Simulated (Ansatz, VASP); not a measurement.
**Mg: VASP beside Ansatz**

Contents of INCAR:

```
PREC = Accurate ; ENCUT = 520
EDIFF = 1E-6 ; ISMEAR = 0
SIGMA = 0.1 ; LREAL = F
LASPH = T ; NELM = 80
ALGO = Normal ; ISIF = 2
LWAVE = F ; LCHARG = F
GGA = PS ; NBANDS = 7
```

File KPOINTS:

```
regular mesh
0
Gamma
  16 16 16
```

The input POSCAR:

```
Mg
1.0
    0.0000000000      2.3193039206      2.3193039206
    2.3193039206      0.0000000000      2.3193039206
    2.3193039206      2.3193039206      0.0000000000
Mg
1
Direct
    0.0000000000      0.0000000000      0.0000000000
```

Input for Ansatz:

```yaml
crystal:
  lattice:
    - [0.0, 2.3193039206, 2.3193039206]
    - [2.3193039206, 0.0, 2.3193039206]
    - [2.3193039206, 2.3193039206, 0.0]
  atoms:
    - { symbol: Mg, position: [0.0, 0.0, 0.0] }
basis:
  ecutwfc: 420
kpoints:
  mp_grid: { grid: [16, 16, 16] }
hamiltonian:
  xc: pbesol
scf:
  occupations: { method: gaussian, width: 0.1 }
output:
  forces: true
  stress: true
  eigenvalues: true
  populations: true
```

Alike in both runs: task single point; functional PBEsol; k mesh 16 × 16 × 16; occupations gaussian, width 0.1 eV; no spin polarisation.

|  | VASP | Ansatz |
| --- | --- | --- |
| version | VASP 6.6.1 | Ansatz 0.2.0 |
| potentials or method | VASP PAW PBE potentials, release 64 (Mg), cutoff 520 eV | scalar-relativistic, plane waves, PAW |
| valence electrons in the cell | 2 | 10 |

```tsv
	VASP	Ansatz	Ansatz less VASP
gap on the k mesh at the Fermi level (eV)	none	none	-
pressure (GPa)	-3.0	-2.9	+0.07
```

VASP's potentials were made for PBE, not for PBEsol. A gap of «none» marks a metal or a gap that the smearing closes. VASP's potentials hold 2 valence electrons a cell and Ansatz's 10, so a difference there can come from the potentials and not from the codes.
